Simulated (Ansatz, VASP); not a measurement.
## Two plane-wave programs on BaS

```
Ba S
1.0
     4.51664    0.00000    0.00000
     2.25832    3.91153    0.00000
     2.25832    1.30384    3.68783
Ba S
1 1
Direct
  0.00000 0.00000 0.00000
  0.50000 0.50000 0.50000
```

Alike in both runs: task single point; functional PBE; k mesh 6 × 6 × 6; non-collinear spin, spin-orbit coupling.

```csv
,VASP,Ansatz
version,VASP 6.6.1,Ansatz 0.2.0
potentials or method,"VASP PAW PBE potentials, release 64 (Ba_sv, S), cutoff 520 eV","plane waves, PAW"
occupations,"gaussian, width 0.01 eV",fixed
valence electrons in the cell,16,16
```

```tsv
	VASP	Ansatz	Ansatz less VASP
net moment per atom (μB)	0.00	0.00	0.000
```
